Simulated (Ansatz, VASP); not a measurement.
## Co in VASP and in Ansatz

INCAR

```
ALGO = Normal
EDIFF = 1E-8
ENCUT = 520
GGA = PE
GGA_COMPAT = False
ISIF = 2
ISMEAR = -1
KPAR = 4
LASPH = True
LCHARG = False
LEFG = True
LMAXMIX = 4
LORBIT = 11
LORBMOM = True
LREAL = False
LSORBIT = True
LWAVE = False
MAGMOM = 0 0 2 0 0 2
NBANDS = 30
NELM = 150
PREC = Accurate
SIGMA = 0.08
```

File KPOINTS:

```
k-points
0
Gamma
  19 19 10
```

POSCAR

```
Co
1.0
    2.5190008694      0.0000000000      0.0000000000
   -1.2595004347      2.1815187451      0.0000000000
    0.0000000000      0.0000000000      4.0910000000
Co
2
Direct
    0.3333333333      0.6666666667      0.2500000000
    0.6666666667      0.3333333333      0.7500000000
```

Input for Ansatz:

```yaml
crystal:
  lattice:
    - [2.5190008694, 0.0, 0.0]
    - [-1.2595004347, 2.1815187451, 0.0]
    - [0.0, 0.0, 4.091]
  atoms:
    - { symbol: Co, position: [0.3333333333, 0.6666666667, 0.25], spin: 2.0 }
    - { symbol: Co, position: [0.6666666667, 0.3333333333, 0.75], spin: 2.0 }
magnetization:
  noncollinear: true
  spin_orbit: true
kpoints:
  mp_grid: { grid: [19, 19, 10] }
  band_path:
    path:
      - [0.0, 0.0, 0.0]
      - [0.5, 0.0, 0.0]
      - [0.3333333333, 0.3333333333, 0.0]
      - [0.0, 0.0, 0.0]
      - [0.0, 0.0, 0.5]
      - [0.5, 0.0, 0.5]
      - [0.3333333333, 0.3333333333, 0.5]
      - [0.0, 0.0, 0.5]
      - [0.5, 0.0, 0.5]
    npoints: 5
scf:
  occupations: { method: fermi_dirac, width: 0.08 }
hamiltonian:
  xc: pbe
  pseudopotentials: { kind: paw_fr }
output:
  forces: true
  stress: true
  eigenvalues: true
  efg: { contact_densities: true }
```

Alike in both runs: task electric field gradients; functional PBE; k mesh 19 × 19 × 10; occupations fermi-dirac, width 0.08 eV; non-collinear spin, spin-orbit coupling.

|  | VASP | Ansatz |
| --- | --- | --- |
| version | VASP 6.6.1 | Ansatz 0.2.0 |
| potentials or method | VASP PAW PBE potentials, release 64 (Co) | PAW with Ansatz's default frozen-core files, fully relativistic files with spin-orbit coupling |
| plane-wave cutoff (eV) | 520 | 420 |
| valence electrons in the cell | 18 | 34 |

Ansatz gave:

- pressure (GPa): -6.5
- traceless stress, the component that is largest in VASP (GPa): -0.64
- net moment per atom (μB): 1.64
- size of Vzz on the site where it differs most (V/Å²): 2.0

**Question.** What did VASP give for the same quantities?

**Answer.** Pressure (GPa): -7.1; traceless stress, the component that is largest in VASP (GPa): -0.70; net moment per atom (μB): 1.63; size of Vzz on the site where it differs most (V/Å²): 2.2.

VASP's potentials hold 18 valence electrons a cell and Ansatz's 34, so a difference there can come from the potentials and not from the codes. Ansatz's warnings: stress scf threshold loose.
